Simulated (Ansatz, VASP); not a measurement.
Two plane-wave programs on BN

Contents of INCAR:

```
SYSTEM = BN
  PREC = Accurate
  ENCUT = 520
  EDIFF = 1E-6
  ISMEAR = -1
  SIGMA = 0.02
  LREAL = .False.
  LASPH = .True.
  NELM = 100
  ALGO = Normal
  ISIF = 2
  LWAVE = .False.
  LCHARG = .False.
  GGA = PE
  NBANDS = 11
```

Contents of KPOINTS:

```
regular mesh
0
Gamma
  12 12 12
  0 0 0
```

The input POSCAR:

```
BN
1.0
    0.0000000000      1.7546504316      1.7546504316
    1.7546504316      0.0000000000      1.7546504316
    1.7546504316      1.7546504316      0.0000000000
B N
1 1
Direct
    0.0000000000      0.0000000000      0.0000000000
    0.2500000000      0.2500000000      0.2500000000
```

Input for Ansatz:

```yaml
crystal:
  lattice:
    - [0.0, 1.7546504316, 1.7546504316]
    - [1.7546504316, 0.0, 1.7546504316]
    - [1.7546504316, 1.7546504316, 0.0]
  atoms:
    - { symbol: B, position: [0.0, 0.0, 0.0] }
    - { symbol: "N", position: [0.25, 0.25, 0.25] }
kpoints:
  mp_grid: { grid: [12, 12, 12] }
  band_path:
    path:
      - [0.0, 0.0, 0.0]
      - [-0.5, -0.5, 0.0]
      - [-0.375, -0.375, 0.25]
      - [-0.375, 0.0, 0.375]
      - [0.0, 0.0, 0.5]
      - [-0.5, -0.25, 0.25]
      - [0.0, 0.5, 0.5]
    npoints: 1
hamiltonian:
  xc: pbe
scf:
  occupations: { method: fermi_dirac, width: 0.02 }
  n_extra_bands: 4
output:
  forces: true
  stress: true
  eigenvalues: true
  write_density: true
  write_potential: true
  elf: true
  volumetric_format: npy
```

Change from the starting cell: hydrostatic strain -2.8%.

Alike in both runs: task single point; functional PBE; k mesh 12 × 12 × 12; occupations fermi-dirac, width 0.02 eV; no spin polarisation.

```csv
,VASP,Ansatz
version,VASP 6.6.1,Ansatz 0.2.0
potentials or method,"VASP PAW PBE potentials, release 64 (B, N)","plane waves, PAW"
plane-wave cutoff (eV),520,420
valence electrons in the cell,8,8
```

Ansatz gave:

| Property | Result |
| --- | --- |
| gap on the k mesh at the Fermi level (eV) | 4.56 |
| pressure (GPa) | 43.1 |

**Question.** Estimate VASP's values.

**Answer.** gap on the k mesh at the Fermi level (eV): 4.55; pressure (GPa): 43.6.

Both programs put the cell under a high pressure, so it lies far from rest at this level. The functional is the same, so the differences come from potentials, cutoffs and numerics.
